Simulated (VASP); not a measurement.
# Sb (R-3m) in VASP: a series of runs

Sb is run at these levels: PBE exchange alone, LDA, revPBE+D4; tasks: single point.

Program: VASP 6.6.1. These are calculated values, not measurements. Logs are shortened: lines on timing, memory, paths and dates and some standing lists are left out, and cuts for length are marked.

## Step 1: The cell of the first run

The structure is trigonal, space group R-3m (No. 166). Conventional cell: a = 4.279 Å, b = 4.279 Å, c = 11.198 Å, α = 90.00°, β = 90.00°, γ = 120.00°. Sb (site symmetry 3m) has 6 Sb at 2.89 to 3.33 Å within 3.8 Å.

## Step 2: Single point, PBE exchange alone

INCAR reads:

```
SYSTEM = Sb
PREC = Accurate ; ENCUT = 520
EDIFF = 1E-6 ; ISMEAR = -1
SIGMA = 0.05 ; LREAL = .FALSE.
LASPH = .TRUE. ; NELM = 80
ALGO = Normal ; ISIF = 2
LWAVE = .FALSE. ; LCHARG = .FALSE.
GGA = PE ; ALDAC = 0.0
AGGAC = 0.0 ; NBANDS = 12
```

KPOINTS reads:

```
Automatic mesh
0
G
  8 8 8
  0 0 0
```

POSCAR reads:

```
Sb
1.0
    2.1397418462      1.2353805309      3.7327777635
   -2.1397418462      1.2353805309      3.7327777635
    0.0000000000     -2.4707610619      3.7327777635
Sb
2
Direct
    0.7665100000      0.7665100000      0.7665100000
    0.2334900000      0.2334900000      0.2334900000
```

Potentials or basis: VASP PAW PBE potentials, release 64 (Sb).

Started as:

```
$ cat potpaw_PBE.64/Sb/POTCAR > POTCAR
$ mpirun -np 1 vasp_std > vasp.out
```

OUTCAR:

```text
SYSTEM = Sb
   PREC = Accurate
   ENCUT = 520
   EDIFF = 1E-6
   ISMEAR = -1
   LREAL = .FALSE.
   LASPH = .TRUE.
   NELM = 80
   ISIF = 2
   GGA = PE

 ion  position               nearest neighbor table
   1  0.767  0.767  0.767-   2 2.89   2 2.89   2 2.89   2 3.33   2 3.33   2 3.33
   2  0.233  0.233  0.233-   1 2.89   1 2.89   1 2.89   1 3.33   1 3.33   1 3.33

  LATTYP: Found a trigonal (rhomboedric) cell.
 ALAT       =     4.4764148664
 COS(alpha) =     0.5430253624

  Lattice vectors:

 A1 = (   2.1397418462,   1.2353805309,   3.7327777635)
 A2 = (  -2.1397418462,   1.2353805309,   3.7327777635)
 A3 = (   0.0000000000,  -2.4707610619,   3.7327777635)

Analysis of symmetry for initial positions (statically):
=====================================================================
 Subroutine PRICEL returns:
 Original cell was already a primitive cell.

 Routine SETGRP: Setting up the symmetry group for a
 trigonal (rhombohedral) supercell.

 Subroutine GETGRP returns: Found 12 space group operations
 (whereof 12 operations were pure point group operations)
 out of a pool of 12 trial point group operations.

The static configuration has the point symmetry D_3d.

Analysis of symmetry for dynamics (positions and initial velocities):
=====================================================================
 Subroutine PRICEL returns:
 Original cell was already a primitive cell.

 Routine SETGRP: Setting up the symmetry group for a
 trigonal (rhombohedral) supercell.

 Subroutine GETGRP returns: Found 12 space group operations
 (whereof 12 operations were pure point group operations)
 out of a pool of 12 trial point group operations.

The dynamic configuration has the point symmetry D_3d.

 Subroutine INISYM returns: Found 12 space group operations
 (whereof 12 operations are pure point group operations),
 and found     1 'primitive' translations

----------------------------------------------------------------------------------------

                                     Primitive cell

  volume of cell :      59.2032

  direct lattice vectors                    reciprocal lattice vectors
     2.139741846  1.235380531  3.732777764     0.233673048  0.134911197  0.089299003
    -2.139741846  1.235380531  3.732777764    -0.233673048  0.134911197  0.089299003
     0.000000000 -2.470761062  3.732777764     0.000000000 -0.269822395  0.089299003

  length of vectors
[... 85 lines left out ...]
   NSW    =      0    number of steps for IOM
   IBRION =     -1    ionic relax: 0-MD 1-quasi-New 2-CG
   NFREE  =      0    steps in history (QN), initial steepest desc. (CG)
   ISIF   =      2    stress and relaxation
   ISYM   =      2    0-nonsym 1-usesym 2-fastsym
   POTIM  = 0.5000    time-step for ionic-motion
   TEBEG  =    0.0;   TEEND  =   0.0 temperature during run
   PSTRESS=    0.0 pullay stress
   NELECT =      10.0000    total number of electrons
   NUPDOWN=      -1.0000    fix difference up-down
   EMIN   =  10.00;   EMAX   =-10.00  energy-range for DOS
   EFERMI =   0.00;   METHOD = LEGACY
   ISMEAR =    -1;   SIGMA  =   0.05  broadening in eV -4-tet -1-fermi 0-gaus
   EFERMI_NEDOS =   21; number of points for ismear=-14 and -15
   IALGO  =     38    algorithm
   IMIX   =      4    mixing-type and parameters
     AMIX     =   0.40;   BMIX     =  1.00
     AMIX_MAG =   1.60;   BMIX_MAG =  1.00
  volume/ion in A,a.u.               =      29.60       199.76
  Fermi-wavevector in a.u.,A,eV,Ry     =   0.904954  1.710114 11.142370  0.818941
  Thomas-Fermi vector in A             =   2.028463
   LORBIT       =      0    0 simple, 1 ext, 2 COOP (PROOUT), +10 PAW based schemes
   GGA     = PE    functional components
   LHFCALC =     F    Hartree Fock is set to
   AEXX    =    0.0000 exact exchange contribution
   IVDW    =     0    specifies the selected vdW correction
   LEPSILON=     F    determine dielectric tensor
   LRPA    =     F    only Hartree local field effects (RPA)
 non-spin polarized calculation
  energy-cutoff  :      520.00
  volume of cell :       59.20
 maximum number of plane-waves:      1613
 NGX is ok and might be reduce to    36
   NGX = 17   NGY = 17   NGZ = 17

 number of electron      10.0000000 magnetization

 Free energy of the ion-electron system (eV)
  ---------------------------------------------------
  ext. energy  EPLUGINS =         0.00000000
  ---------------------------------------------------
  free energy    TOTEN  =        -5.11807136 eV

  energy without entropy =       -5.11500909  energy(sigma->0) =       -5.11654023

 E-fermi :   9.2029     XC(G=0):  -7.9465

 val. band max:        9.1828282367   @ k =   0.5000   0.5000   0.5000
 cond. band min:       9.2238170076   @ k =   0.3750   0.1250   0.1250
 fundamental gap:      0.0409887709
 Fermi energy:         9.2029065010

 k-point     1 :       0.0000    0.0000    0.0000
  band No.  band energies     occupation
      1      -3.8167      2.00000
      2       4.2999      2.00000
      3       6.9300      2.00000
      4       7.1947      2.00000
      5       7.1947      2.00000
      6      11.1621      0.00000
      7      11.7717      0.00000
      8      11.7717      0.00000
      9      14.3185      0.00000
     10      14.3185      0.00000
     11      14.4882      0.00000
     12      16.0206      0.00000
[... 331 lines left out ...]
 k-point    24 :       0.3750    0.1250    0.1250
  band No.  band energies     occupation
      1      -2.8037      2.00000
      2       1.4588      2.00000
      3       5.6407      2.00000
      4       7.4810      2.00000
      5       9.2238      0.79389
      6       9.2805      0.34988
      7       9.7258      0.00006
      8      12.1571      0.00000
      9      14.3013      0.00000
     10      15.1920      0.00000
     11      16.4612      0.00000
     12      18.2746      0.00000

 [... further k-points ...]
[... 5 lines left out ...]
  --------------------------------------------------------------------------------------
  -------------------------------------------------------------------------------------
  Total        5.4008680      5.4008680      5.0258308     -0.0000000     -0.0000000      0.0000000
  in kB      146.1600326    146.1600326    136.0106533     -0.0000000     -0.0000000      0.0000000
  external PRESSURE =     142.7769062 kB  Pullay stress =       0.0000000 kB

 VOLUME and BASIS-vectors are now :
 -----------------------------------------------------------------------------
  energy-cutoff  :      520.00
  volume of cell :       59.20
      direct lattice vectors                 reciprocal lattice vectors
     2.139741846  1.235380531  3.732777764     0.233673048  0.134911197  0.089299003
    -2.139741846  1.235380531  3.732777764    -0.233673048  0.134911197  0.089299003
     0.000000000 -2.470761062  3.732777764     0.000000000 -0.269822395  0.089299003

 POSITION                                       TOTAL-FORCE (eV/Angst)
 -----------------------------------------------------------------------------------
      0.00000     -0.00000      8.58363         0.000000      0.000000     -0.473928
      0.00000     -0.00000      2.61470         0.000000     -0.000000      0.473928
 -----------------------------------------------------------------------------------
    total drift:                                0.000000     -0.000000     -0.000000

  FREE ENERGIE OF THE ION-ELECTRON SYSTEM (eV)
  ---------------------------------------------------
  free  energy   TOTEN  =        -5.1180713603 eV

  energy  without entropy=       -5.1150090946  energy(sigma->0) =       -5.11654023
```

OSZICAR:

```text
N       E                     dE             d eps       ncg     rms          rms(c)
DAV:   1     0.381697643065E+02    0.38170E+02   -0.35605E+03  1560   0.655E+02
DAV:   2    -0.323752195849E+01   -0.41407E+02   -0.39871E+02  2024   0.109E+02
DAV:   3    -0.508890375069E+01   -0.18514E+01   -0.18425E+01  1908   0.257E+01
DAV:   4    -0.510502933757E+01   -0.16126E-01   -0.16124E-01  1816   0.285E+00
DAV:   5    -0.510524105810E+01   -0.21172E-03   -0.21172E-03  1924   0.355E-01    0.322E+00
DAV:   6    -0.511004545125E+01   -0.48044E-02   -0.83971E-03  1772   0.591E-01    0.198E+00
DAV:   7    -0.511760437844E+01   -0.75589E-02   -0.20212E-02  1696   0.924E-01    0.989E-02
DAV:   8    -0.511798801853E+01   -0.38364E-03   -0.68904E-04  1896   0.175E-01    0.466E-02
DAV:   9    -0.511806957798E+01   -0.81559E-04   -0.13721E-04  1756   0.822E-02    0.940E-03
DAV:  10    -0.511807097674E+01   -0.13988E-05   -0.11578E-05  1900   0.192E-02    0.468E-03
DAV:  11    -0.511807136026E+01   -0.38352E-06   -0.19385E-06  1784   0.928E-03
   1 F= -.51180714E+01 E0= -.51165402E+01  d E =-.306227E-02
```

stdout:

```text
POSCAR found type information on POSCAR Sb
 POSCAR found :  1 types and       2 ions
 scaLAPACK will be used
 LDA part: xc-table for (Slater+PW92), standard interpolation
 POSCAR, INCAR and KPOINTS ok, starting setup
 FFT: planning ... GRIDC
 FFT: planning ... GRID_SOFT
 FFT: planning ... GRID
 WAVECAR not read
 entering main loop
```

Run time: 15 s. Hardware: 1 thread of Intel Xeon 6975P-C (Granite Rapids), shared host; peak memory 0.21 GiB.

Results:

```
Free energy            : -5.1181 eV
Pressure               : 14.3 GPa
Largest force          : 0.474 eV/Å
Band gap on the k mesh : zero (band 5 reaches 9.22 eV, above the bottom of band 6 at 8.96 eV)
```

Forces on the atoms (eV/Å):
```
Sb   0.000  0.000 -0.474
Sb   0.000  0.000  0.474
```

Stress tensor (GPa, compression positive):
```
14.62  0.00  0.00
 0.00 14.62  0.00
 0.00  0.00 13.60
```

Caveat: spin-orbit coupling is left out, which moves the levels of the heavy elements.

## Step 3: Single point, LDA

This run uses another cell than the first one, of 30.21 Å³/atom, 1.020 times its volume.

INCAR reads:

```
SYSTEM = Sb
PREC = Accurate
ENCUT = 520
EDIFF = 1E-6
ISMEAR = -1
SIGMA = 0.05
LREAL = .FALSE.
LASPH = .TRUE.
NELM = 60
ALGO = Normal
ISIF = 2
LWAVE = .FALSE.
LCHARG = .FALSE.
GGA = CA
NBANDS = 12
```

KPOINTS is that of step 2.

POSCAR reads:

```
Sb
1.0
    2.1542000000      1.2437279499      3.7580000000
   -2.1542000000      1.2437279499      3.7580000000
    0.0000000000     -2.4874558998      3.7580000000
Sb
2
Direct
    0.7665100000      0.7665100000      0.7665100000
    0.2334900000      0.2334900000      0.2334900000
```

Potentials or basis: VASP PAW LDA potentials, release 64 (Sb).

Started as:

```
$ cat potpaw_LDA.64/Sb/POTCAR > POTCAR
$ mpirun -np 1 vasp_std > vasp.out
```

Wall time 12 s (1 thread of Intel Xeon 6975P-C (Granite Rapids), shared host); peak memory 0.18 GiB.

It converged, with:

| Item | Value |
| --- | --- |
| Free energy | -9.6258 eV |
| Pressure | -0.9 GPa |
| Largest force | 0.076 eV/Å |
| Band gap on the k mesh | zero (band 5 reaches 7.20 eV, above the bottom of band 6 at 6.89 eV) |

Forces on the atoms (eV/Å):
```
Sb   0.000  0.000 -0.076
Sb   0.000  0.000  0.076
```

Stress tensor (GPa, compression positive):
```
-0.74  0.00  0.00
 0.00 -0.74  0.00
 0.00  0.00 -1.29
```

Levels at points of the mesh, in eV from the Fermi level:
```csv
k point,band 3,band 4,band 5,band 6,band 7,band 8
"(0.00, 0.00, 0.00)",-2.12,-1.85,-1.85,1.99,2.61,2.61
"(0.50, 0.00, 0.00)",-1.99,-1.87,-0.34,-0.31,0.11,0.44
"(0.50, 0.50, 0.00)",-5.49,-3.80,-3.71,1.47,4.82,5.40
"(0.50, 0.50, 0.50)",-1.36,-1.36,-0.60,0.07,0.07,1.05
```

Caveat: spin-orbit coupling is left out, which moves the levels of the heavy elements.

## Step 4: Single point, revPBE+D4

This run uses another cell than the first one, of 29.25 Å³/atom, 0.988 times its volume.

INCAR reads:

```
SYSTEM = Sb
  PREC = Accurate
  ENCUT = 520
  EDIFF = 1E-6
  ISMEAR = -1
  SIGMA = 0.05
  LREAL = .False.
  LASPH = .True.
  NELM = 100
  ALGO = Normal
  ISIF = 2
  LWAVE = .False.
  LCHARG = .False.
  GGA = RE
  IVDW = 13
  NBANDS = 12
```

KPOINTS reads:

```
Automatic mesh
0
Gamma
  8 8 8
  0 0 0
```

POSCAR reads:

```
Sb
1.0
    2.1535135387      1.2433316213      3.6413484376
   -2.1535135387      1.2433316213      3.6413484376
    0.0000000000     -2.4866632425      3.6413484376
Sb
2
Direct
    0.7630794690      0.7630794690      0.7630794690
    0.2369205310      0.2369205310      0.2369205310
```

Potentials or basis: VASP PAW PBE potentials, release 64 (Sb).

Started as:

```
$ cat potpaw_PBE.64/Sb/POTCAR > POTCAR
$ mpirun -np 1 vasp_std > vasp.out
```

Run time: 58 s. Hardware: 1 thread of Intel Xeon 8259CL, shared host; peak memory 0.22 GiB.

The run converged. Its results:

```yaml
Free_energy: -9.2499 eV
Pressure: 0.0 GPa
Largest_force: 0.033 eV/Å
Band_gap_on_the_k_mesh: zero (band 5 reaches 7.80 eV, above the bottom of band 6 at 7.58 eV)
Dispersion_energy_per_atom: -0.836 eV
```

Forces on the atoms (eV/Å):
```
Sb   0.000  0.000 -0.033
Sb   0.000  0.000  0.033
```

Levels at points of the mesh, in eV from the Fermi level:
| k point | band 1 | band 2 | band 3 | band 4 | band 5 | band 6 | band 7 | band 8 | band 9 | band 10 |
| --- | --- | --- | --- | --- | --- | --- | --- | --- | --- | --- |
| (0.00, 0.00, 0.00) | -12.90 | -4.59 | -2.03 | -1.91 | -1.91 | 2.40 | 2.85 | 2.85 | 4.83 | 4.83 |
| (0.50, 0.00, 0.00) | -10.42 | -9.84 | -1.78 | -1.59 | -0.39 | -0.15 | 0.16 | 0.23 | 7.98 | 8.62 |
| (0.50, 0.50, 0.00) | -10.42 | -7.89 | -5.74 | -3.89 | -3.87 | 1.56 | 5.15 | 5.50 | 7.30 | 8.75 |
| (0.50, 0.50, 0.50) | -11.04 | -9.30 | -1.32 | -1.32 | -0.43 | -0.17 | -0.17 | 0.88 | 7.45 | 8.81 |

Caveat: the PAW data sets were made with another functional, which shifts forces and pressure a little; spin-orbit coupling is left out, which moves the levels of the heavy elements; pairwise dispersion overbinds metals, which lowers pressure and volume.

## Step 5: Overview

```tsv
level	potentials or basis	cell	gap on the mesh (eV)	pressure (GPa)	largest force (eV/Å)
PBE exchange alone	VASP PAW PBE potentials, release 64 (Sb)	a = 4.476 Å, angles 57.1°, 2 atoms	none	14.3	0.47
LDA	VASP PAW LDA potentials, release 64 (Sb)	a = 4.507 Å, angles 57.1°, 2 atoms	none	-0.9	0.08
revPBE+D4	VASP PAW PBE potentials, release 64 (Sb)	a = 4.409 Å, angles 58.5°, 2 atoms	none	0.0	0.03
```

Alike in all rows: task single point; no spin polarisation; k mesh 8 × 8 × 8; cutoff (eV) 520; smearing fermi-dirac 0.05 eV.

Caveats: spin-orbit coupling is left out, which moves the levels of the heavy elements; the PAW data sets were made with another functional, which shifts forces and pressure a little (some runs); pairwise dispersion overbinds metals, which lowers pressure and volume (some runs).

Total energies depend on the potentials used, so only differences within one code and one set of settings carry meaning.
